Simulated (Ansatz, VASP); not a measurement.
## TaN: VASP beside Ansatz

INCAR

```
ALGO = Normal
EDIFF = 1E-8
ENCUT = 520
GGA = PE
GGA_COMPAT = F
ISIF = 2
ISMEAR = -1
LASPH = T
LCHARG = F
LEFG = T
LREAL = F
LWAVE = F
NBANDS = 15
NELM = 120
PREC = Accurate
SIGMA = 0.02
```

KPOINTS

```
k-points
0
Gamma
  9 9 9
```

POSCAR

```
TaN
1.0
    0.0000000000      2.1790000000      2.1136300000
    2.1790000000      0.0000000000      2.1136300000
    2.1790000000      2.1790000000      0.0000000000
Ta N
1 1
Direct
    0.5000000000      0.5000000000      0.5000000000
    0.0000000000      0.0000000000      0.0000000000
```

Input for Ansatz:

```yaml
crystal:
  lattice:
    - [0.0, 2.179, 2.11363]
    - [2.179, 0.0, 2.11363]
    - [2.179, 2.179, 0.0]
  atoms:
    - { symbol: Ta, position: [0.5, 0.5, 0.5] }
    - { symbol: "N", position: [0.0, 0.0, 0.0] }
kpoints:
  mp_grid: { grid: [9, 9, 9] }
scf:
  occupations: { method: fermi_dirac, width: 0.02 }
hamiltonian:
  xc: pbe
  pseudopotentials: { kind: all_electron, datasets: crystal }
output:
  forces: true
  stress: true
  eigenvalues: true
  efg: { contact_densities: true }
```

Change from the starting cell: zz strain of -3 %, crystal datasets.

Alike in both runs: task electric field gradients; functional PBE; k mesh 9 × 9 × 9; occupations fermi-dirac, width 0.02 eV; no spin polarisation.

|  | VASP | Ansatz |
| --- | --- | --- |
| version | VASP 6.6.1 | Ansatz 0.2.0 |
| potentials or method | VASP PAW PBE potentials, release 64 (Ta_pv, N), cutoff 520 eV | all-electron PAW with datasets made for the crystal, scalar-relativistic |

```tsv
	VASP	Ansatz	Ansatz less VASP
pressure (GPa)	29.3	28.1	-1.22
traceless stress, the component that is largest in VASP (GPa)	17.54	17.20	-0.337
size of Vzz on the site where it differs most (V/Å²)	154.8	158.6	+3.75
```

Both programs put the cell under a high pressure, so it lies far from rest at this level. Ansatz ran all-electron here, and VASP with PAW potentials.

Neither program's run includes spin-orbit coupling.
